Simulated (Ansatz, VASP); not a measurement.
## MgZnTe2: VASP beside Ansatz

The input POSCAR:

```
MgZnTe2
1.0
    4.3422259464      0.0000000000      0.0000000000
    0.0000000000      4.3422259464      0.0000000000
    0.0000000000      0.0000000000      6.2125296568
Mg Te Zn
1 2 1
Direct
    0.0000000000      0.0000000000      0.0000000000
    0.0000000000      0.5000000000      0.2649431998
    0.5000000000      0.0000000000      0.7350568002
    0.5000000000      0.5000000000      0.5000000000
```

INCAR.step1

```
ALGO = Normal
EDIFF = 1E-4
ENCUT = 520
GGA = PE
ISMEAR = 0
LASPH = T
LCHARG = F
LREAL = F
LWAVE = T
NBANDS = 21
NELM = 60
PREC = Accurate
SIGMA = 0.01
```

INCAR.step2

```
ALGO = Normal
EDIFF = 1E-7
ENCUT = 520
ISIF = 2
ISMEAR = 0
ISTART = 1
LASPH = T
LCHARG = F
LMIXTAU = T
LREAL = F
LWAVE = F
METAGGA = R2SCAN
NBANDS = 21
NELM = 60
PREC = Accurate
SIGMA = 0.01
```

The input KPOINTS:

```
k-points
0
Gamma
  6 6 4
```

Input for Ansatz:

```yaml
crystal:
  lattice:
    - [4.3422259464, 0.0, 0.0]
    - [0.0, 4.3422259464, 0.0]
    - [0.0, 0.0, 6.2125296568]
  atoms:
    - { symbol: Mg, position: [0.0, 0.0, 0.0] }
    - { symbol: Te, position: [0.0, 0.5, 0.2649431998] }
    - { symbol: Zn, position: [0.5, 0.5, 0.5] }
    - { symbol: Te, position: [0.5, 0.0, 0.7350568002] }
kpoints:
  mp_grid: { grid: [6, 6, 4] }
hamiltonian:
  xc: r2scan
scf:
  occupations: { method: fixed }
  n_extra_bands: 5
output:
  forces: true
  stress: true
  eigenvalues: true
```

Alike in both runs: task single point; functional r2SCAN; k mesh 6 × 6 × 4; no spin polarisation.

```csv
,VASP,Ansatz
version,VASP 6.6.1,Ansatz 0.2.0
potentials or method,"VASP PAW PBE potentials, release 64 (Mg, Te, Zn)","plane waves, PAW"
plane-wave cutoff (eV),520,500
occupations,"gaussian, width 0.01 eV",fixed
valence electrons in the cell,26,54
```

VASP gave:

* gap on the k mesh at the Fermi level (eV): 2.31
* pressure (GPa): 3.0
* rms of the force components (eV/Å): 0.019

Q: Estimate Ansatz's values.

A: gap on the k mesh at the Fermi level (eV): 2.31; pressure (GPa): 3.0; rms of the force components (eV/Å): 0.012.

VASP's potentials were made for PBE, not for r2SCAN. VASP's potentials hold 26 valence electrons a cell and Ansatz's 54, so a difference there can come from the potentials and not from the codes.

Spin-orbit coupling is off throughout.
